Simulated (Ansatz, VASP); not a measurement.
## Two plane-wave programs on Al2O3

```
CELL_PARAMETERS angstrom
2.52154 1.45581 3.97580
-2.52154 1.45581 3.97580
0.00000 -2.91162 3.97580
ATOMIC_POSITIONS crystal
Al 0.86356 0.86356 0.86356
Al 0.63644 0.63644 0.63644
Al 0.13644 0.13644 0.13644
Al 0.36356 0.36356 0.36356
O 0.05616 0.44384 0.75000
O 0.75000 0.05616 0.44384
O 0.44384 0.75000 0.05616
O 0.94384 0.55616 0.25000
O 0.25000 0.94384 0.55616
O 0.55616 0.25000 0.94384
```

Alike in both runs: task single point; functional PBE; k mesh 6 × 6 × 6; occupations gaussian, width 0.05 eV; no spin polarisation.

```csv
,VASP,Ansatz
version,VASP 6.6.1,Ansatz 0.2.0
potentials or method,"VASP PAW PBE potentials, release 64 (Al, O), cutoff 520 eV","scalar-relativistic, plane waves, PAW"
valence electrons in the cell,48,48
```

```csv
,VASP,Ansatz,Ansatz less VASP
gap on the k mesh at the Fermi level (eV),4.06,4.07,+0.009
least direct gap on the mesh (eV),4.06,4.07,+0.009
pressure (GPa),-1.0,-1.0,+0.06
"traceless stress, the component that is largest in VASP (GPa)",25.93,25.96,+0.025
rms of the force components (eV/Å),0.476,0.476,-0.0001
```

Atom by atom the forces differ by 0.001 eV/Å (rms over components). With one functional, cell and mesh, what is left measures potentials, basis and numerics.
